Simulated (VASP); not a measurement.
# Pt in VASP: a series of runs

Runs on Pt. Level: PBE. Tasks: single point, relaxation of cell and atoms.

Program: VASP 6.6.1. These are calculated values, not measurements. Logs are shortened: lines on timing, memory, paths and dates and some standing lists are left out, and cuts for length are marked.

## (1) The cell of the first run

The typed cell holds 1 atom: a = 2.626 Å, b = 2.626 Å, c = 2.631 Å, α = 90.00°, β = 90.00°, γ = 90.00°.

## (2) Single point, PBE

INCAR

```
SYSTEM = Pt
PREC = Accurate ; ENCUT = 520
EDIFF = 1E-7 ; ISMEAR = 0
SIGMA = 0.1 ; LREAL = .FALSE.
LASPH = .TRUE. ; NELM = 60
ALGO = Normal ; ISIF = 2
LWAVE = .FALSE. ; LCHARG = .FALSE.
GGA = PE ; NBANDS = 11
```

KPOINTS

```
Automatic mesh
0
G
  8 8 6
  0 0 0
```

POSCAR

```
Pt
1.0
    2.6258159989      0.0000000000      0.0000000000
    0.0000000000      2.6258159989      0.0000000000
    0.0000000000      0.0000000000      2.6306321915
Pt
1
Direct
    0.5000000000      0.5000000000      0.5000000000
```

Potentials or basis: VASP PAW PBE potentials, release 64 (Pt).

Run with:

```sh
> cat potpaw_PBE.64/Pt/POTCAR > POTCAR
> mpirun -np 1 vasp_std > vasp.out
```

OUTCAR:

```text
SYSTEM = Pt
   PREC = Accurate
   ENCUT = 520
   EDIFF = 1E-7
   ISMEAR = 0
   LREAL = .FALSE.
   LASPH = .TRUE.
   NELM = 60
   ISIF = 2
   GGA = PE

 ion  position               nearest neighbor table
   1  0.500  0.500  0.500-

  LATTYP: Found a simple tetragonal cell.
 ALAT       =     2.6258159989
 C/A-ratio  =     1.0018341699

  Lattice vectors:

 A1 = (   2.6258159989,   0.0000000000,   0.0000000000)
 A2 = (   0.0000000000,   2.6258159989,   0.0000000000)
 A3 = (   0.0000000000,   0.0000000000,   2.6306321915)

Analysis of symmetry for initial positions (statically):
=====================================================================
 Subroutine PRICEL returns:
 Original cell was already a primitive cell.

 Routine SETGRP: Setting up the symmetry group for a
 simple tetragonal supercell.

 Subroutine GETGRP returns: Found 16 space group operations
 (whereof 16 operations were pure point group operations)
 out of a pool of 16 trial point group operations.

The static configuration has the point symmetry D_4h.

Analysis of symmetry for dynamics (positions and initial velocities):
=====================================================================
 Subroutine PRICEL returns:
 Original cell was already a primitive cell.

 Routine SETGRP: Setting up the symmetry group for a
 simple tetragonal supercell.

 Subroutine GETGRP returns: Found 16 space group operations
 (whereof 16 operations were pure point group operations)
 out of a pool of 16 trial point group operations.

The dynamic configuration has the point symmetry D_4h.

 Subroutine INISYM returns: Found 16 space group operations
 (whereof 16 operations are pure point group operations),
 and found     1 'primitive' translations

----------------------------------------------------------------------------------------

                                     Primitive cell

  volume of cell :      18.1380

  direct lattice vectors                    reciprocal lattice vectors
     2.625815999  0.000000000  0.000000000     0.380833996  0.000000000  0.000000000
     0.000000000  2.625815999  0.000000000     0.000000000  0.380833996  0.000000000
     0.000000000  0.000000000  2.630632192     0.000000000  0.000000000  0.380136761

  length of vectors
     2.625815999  2.625815999  2.630632192     0.380833996  0.380833996  0.380136761

  position of ions in fractional coordinates (direct lattice)
     0.500000000  0.500000000  0.500000000

  ion indices of the primitive-cell ions
   primitive index   ion index
                 1           1

[... 77 lines left out ...]
   ISIF   =      2    stress and relaxation
   ISYM   =      2    0-nonsym 1-usesym 2-fastsym
   POTIM  = 0.5000    time-step for ionic-motion
   TEBEG  =    0.0;   TEEND  =   0.0 temperature during run
   PSTRESS=    0.0 pullay stress
   NELECT =      10.0000    total number of electrons
   NUPDOWN=      -1.0000    fix difference up-down
   EMIN   =  10.00;   EMAX   =-10.00  energy-range for DOS
   EFERMI =   0.00;   METHOD = LEGACY
   ISMEAR =     0;   SIGMA  =   0.10  broadening in eV -4-tet -1-fermi 0-gaus
   EFERMI_NEDOS =   21; number of points for ismear=-14 and -15
   IALGO  =     38    algorithm
   IMIX   =      4    mixing-type and parameters
     AMIX     =   0.40;   BMIX     =  1.00
     AMIX_MAG =   1.60;   BMIX_MAG =  1.00
  volume/ion in A,a.u.               =      18.14       122.40
  Fermi-wavevector in a.u.,A,eV,Ry     =   1.342390  2.536749 24.517834  1.802010
  Thomas-Fermi vector in A             =   2.470547
   LORBIT       =      0    0 simple, 1 ext, 2 COOP (PROOUT), +10 PAW based schemes
   GGA     = PE    functional components
   LHFCALC =     F    Hartree Fock is set to
   AEXX    =    0.0000 exact exchange contribution
   IVDW    =     0    specifies the selected vdW correction
   LEPSILON=     F    determine dielectric tensor
   LRPA    =     F    only Hartree local field effects (RPA)
 non-spin polarized calculation
 Gauss-broadening in eV      SIGMA  =   0.10
  energy-cutoff  :      520.00
  volume of cell :       18.14
 maximum number of plane-waves:       500
 NGX is ok and might be reduce to    20
   NGX =  9   NGY =  9   NGZ =  9

 number of electron      10.0000002 magnetization

 Free energy of the ion-electron system (eV)
  ---------------------------------------------------
  ext. energy  EPLUGINS =         0.00000000
  ---------------------------------------------------
  free energy    TOTEN  =        -5.57501450 eV

  energy without entropy =       -5.56378022  energy(sigma->0) =       -5.56939736

 E-fermi :   8.0905     XC(G=0): -12.2528

 val. band max:        8.0711733873   @ k =   0.3750   0.0000   0.1667
 cond. band min:       8.1098821603   @ k =   0.5000   0.0000   0.1667
 fundamental gap:      0.0387087730
 Fermi energy:         8.0904967499

 k-point     1 :       0.0000    0.0000    0.0000
  band No.  band energies     occupation
      1      -0.2122      2.00000
      2       2.4604      2.00000
      3       2.6371      2.00000
      4       8.3561      0.00017
      5       8.4400      0.00000
      6       8.4400      0.00000
      7      23.2077      0.00000
      8      23.3174      0.00000
      9      23.3174      0.00000
     10      28.9496      0.00000
     11      31.6241      0.00000
[... 309 lines left out ...]
 k-point    24 :       0.5000    0.1250    0.1667
  band No.  band energies     occupation
      1       3.5174      2.00000
      2       4.2502      2.00000
      3       4.5246      2.00000
      4       5.6407      2.00000
      5       7.7329      2.00000
      6      10.4267      0.00000
      7      12.6510      0.00000
      8      25.1254      0.00000
      9      25.9459      0.00000
     10      26.1513      0.00000
     11      28.8084      0.00000

 [... further k-points ...]
[... 5 lines left out ...]
  --------------------------------------------------------------------------------------
  -------------------------------------------------------------------------------------
  Total       -0.0373632     -0.0373632     -0.0720630      0.0000000      0.0000000      0.0000000
  in kB       -3.3003949     -3.3003949     -6.3655228      0.0000000      0.0000000      0.0000000
  external PRESSURE =      -4.3221042 kB  Pullay stress =       0.0000000 kB

 VOLUME and BASIS-vectors are now :
 -----------------------------------------------------------------------------
  energy-cutoff  :      520.00
  volume of cell :       18.14
      direct lattice vectors                 reciprocal lattice vectors
     2.625815999  0.000000000  0.000000000     0.380833996  0.000000000  0.000000000
     0.000000000  2.625815999  0.000000000     0.000000000  0.380833996  0.000000000
     0.000000000  0.000000000  2.630632192     0.000000000  0.000000000  0.380136761

 POSITION                                       TOTAL-FORCE (eV/Angst)
 -----------------------------------------------------------------------------------
      1.31291      1.31291      1.31532         0.000000      0.000000      0.000000
 -----------------------------------------------------------------------------------
    total drift:                               -0.000000      0.000000     -0.000000

  FREE ENERGIE OF THE ION-ELECTRON SYSTEM (eV)
  ---------------------------------------------------
  free  energy   TOTEN  =        -5.5750145024 eV

  energy  without entropy=       -5.5637802232  energy(sigma->0) =       -5.56939736
```

Wall time 5.2 s (1 thread of Intel Xeon Platinum 8488C (Sapphire Rapids), shared host); peak memory 0.13 GiB.

Results:

```yaml
Free_energy: -5.5750 eV
Pressure: -0.4 GPa
Band_gap_on_the_k_mesh: zero (band 5 reaches 10.22 eV, above the bottom of band 6 at 7.17 eV)
```

Stress tensor (GPa, compression positive):
```
-0.33  0.00  0.00
 0.00 -0.33  0.00
 0.00  0.00 -0.64
```

Levels at points of the mesh, in eV from the Fermi level:
| k point | band 1 | band 2 | band 3 | band 4 | band 5 | band 6 | band 7 | band 8 | band 9 | band 10 |
| --- | --- | --- | --- | --- | --- | --- | --- | --- | --- | --- |
| (0.00, 0.00, 0.00) | -8.30 | -5.63 | -5.45 | 0.27 | 0.35 | 0.35 | 15.12 | 15.23 | 15.23 | 20.86 |
| (0.50, 0.00, 0.00) | -5.69 | -4.91 | -1.85 | -1.78 | -0.44 | 0.56 | 4.40 | 16.52 | 19.45 | 20.91 |
| (0.50, 0.50, 0.00) | -5.76 | -4.37 | -1.39 | -1.39 | 1.86 | 4.52 | 4.52 | 9.47 | 13.36 | 21.35 |
| (0.00, 0.00, 0.50) | -5.77 | -5.07 | -1.73 | -1.73 | -0.38 | 0.47 | 4.48 | 16.57 | 19.65 | 20.90 |
| (0.50, 0.00, 0.50) | -5.65 | -4.61 | -1.47 | -1.34 | 1.96 | 4.43 | 4.60 | 9.43 | 13.39 | 21.30 |
| (0.50, 0.50, 0.50) | -4.80 | -4.67 | -4.67 | 1.99 | 2.13 | 9.92 | 9.92 | 10.05 | 10.15 | 16.43 |

Caveat: the k points lie up to 0.40 Å⁻¹ apart; spin-orbit coupling is left out, which moves the levels of the heavy elements.

## (3) Single point, PBE

This run uses another cell than the first one, of 18.07 Å³/atom, 0.996 times its volume.

INCAR

```
SYSTEM = Pt
PREC = Accurate
ENCUT = 520
EDIFF = 1E-6
ISMEAR = 0
SIGMA = 0.1
LREAL = .False.
LASPH = .True.
NELM = 80
ALGO = Normal
ISIF = 2
LWAVE = .False.
LCHARG = .False.
GGA = PE
NBANDS = 11
```

KPOINTS

```
regular mesh
0
Gamma
  20 20 20
  0 0 0
```

POSCAR

```
Pt
1.0
    2.6242107534      0.0000000000      0.0000000000
    0.0000000000      2.6242107534      0.0000000000
    0.0000000000      0.0000000000      2.6242107534
Pt
1
Direct
    0.5000000000      0.5000000000      0.5000000000
```

Potentials or basis: VASP PAW PBE potentials, release 64 (Pt).

Run with:

```sh
> cat potpaw_PBE.64/Pt/POTCAR > POTCAR
> mpirun -np 1 vasp_std > vasp.out
```

Run time: 18 s. Hardware: 1 thread of Intel Xeon Platinum 8488C (Sapphire Rapids), shared host; peak memory 0.17 GiB.

The run converged. Its results:

| Quantity | Value |
| --- | --- |
| Free energy | -5.6472 eV |
| Pressure | -0.5 GPa |
| Band gap on the k mesh | zero (band 5 reaches 10.22 eV, above the bottom of band 6 at 7.08 eV) |

Levels at points of the mesh, in eV from the Fermi level:
| k point | band 3 | band 4 | band 5 | band 6 | band 7 | band 8 |
| --- | --- | --- | --- | --- | --- | --- |
| (0.00, 0.00, 0.00) | -5.60 | 0.30 | 0.30 | 0.30 | 15.19 | 15.19 |
| (0.50, 0.00, 0.00) | -1.83 | -1.83 | -0.45 | 0.51 | 4.42 | 16.52 |
| (0.50, 0.50, 0.00) | -1.43 | -1.43 | 1.90 | 4.50 | 4.50 | 9.46 |
| (0.50, 0.50, 0.50) | -4.76 | 2.05 | 2.05 | 9.99 | 9.99 | 9.99 |

Caveat: spin-orbit coupling is left out, which moves the levels of the heavy elements.

## (4) Relaxation of cell and atoms, PBE

INCAR

```
SYSTEM = Pt
ALGO = Fast
EDIFF = 1E-6
EDIFFG = -0.01
ENCUT = 600
GGA = PE
IBRION = 2
ISIF = 3
ISMEAR = 0
LASPH = .TRUE.
LCHARG = .FALSE.
LREAL = .FALSE.
LWAVE = .FALSE.
NELM = 80
NSW = 100
PREC = Accurate
SIGMA = 0.1
```

KPOINTS

```
k-points
0
G
  20 20 20
  0 0 0
```

POSCAR

```
Pt
1.0
    2.6274213964      0.0000000000      0.0000000000
    0.0000000000      2.6274213964      0.0000000000
    0.0000000000      0.0000000000      2.6274213964
Pt
1
Direct
    0.5000000000      0.5000000000      0.5000000000
```

Run with:

```sh
> cat potpaw_PBE.64/Pt/POTCAR > POTCAR
> mpirun -np 1 vasp_std > vasp.out
```

Wall time 38 s (1 thread of Intel Xeon Platinum 8488C (Sapphire Rapids), shared host); peak memory 0.19 GiB.

It converged, with:

- Free energy: -5.6473 eV
- Relaxed volume: 18.03 Å³/atom
- Relaxed cell: a = 2.622 Å, b = 2.622 Å, c = 2.622 Å, α = 90.00°, β = 90.00°, γ = 90.00°
- Space group after relaxing (to 0.05 Å): Pm-3m (No. 221)
- Energy gained by relaxing: 0.3 meV/atom
- Ionic steps: 3
- Pressure after relaxing: 0.1 GPa
- Band gap on the k mesh: zero (band 5 reaches 10.26 eV, above the bottom of band 6 at 7.11 eV)

The path:
```tsv
step	energy change (eV)	largest force (eV/Å)	pressure (GPa)	volume (Å³)
1	0.0000	0.0000	-1.07	18.14
2	0.0011	0.0000	2.37	17.82
3	-0.0003	0.0000	0.05	18.03
```

Final structure:
```
Pt
1.0
     2.62228    0.00000    0.00000
     0.00000    2.62228    0.00000
     0.00000    0.00000    2.62228
Pt
1
Direct
  0.50000 0.50000 0.50000
```

Levels at points of the mesh, in eV from the Fermi level:
| k point | band 3 | band 4 | band 5 | band 6 | band 7 | band 8 |
| --- | --- | --- | --- | --- | --- | --- |
| (0.00, 0.00, 0.00) | -5.62 | 0.30 | 0.30 | 0.30 | 15.20 | 15.20 |
| (0.50, 0.00, 0.00) | -1.83 | -1.83 | -0.46 | 0.51 | 4.44 | 16.52 |
| (0.50, 0.50, 0.00) | -1.44 | -1.44 | 1.91 | 4.50 | 4.50 | 9.49 |
| (0.50, 0.50, 0.50) | -4.78 | 2.05 | 2.05 | 10.01 | 10.01 | 10.01 |

Caveat: spin-orbit coupling is left out, which moves the levels of the heavy elements.

## (5) The runs side by side

```tsv
task	cell	k mesh	cutoff (eV)	gap on the mesh (eV)	pressure (GPa)
single point	a = 2.626, b = 2.626, c = 2.631 Å, 1 atom	8 × 8 × 6	520	none	-0.4
single point	a = 2.624 Å, 1 atom	20 × 20 × 20	520	none	-0.5
relaxation of cell and atoms	relaxed from a = 2.627 Å, 1 atom	20 × 20 × 20	600	none	0.1
```

Alike in all rows: level PBE; potentials or basis VASP PAW PBE potentials, release 64 (Pt); no spin polarisation; smearing gaussian 0.1 eV.

Caveats: some runs use coarse meshes; spin-orbit coupling is left out, which moves the levels of the heavy elements.

Total energies depend on the potentials used, so only differences within one code and one set of settings carry meaning.
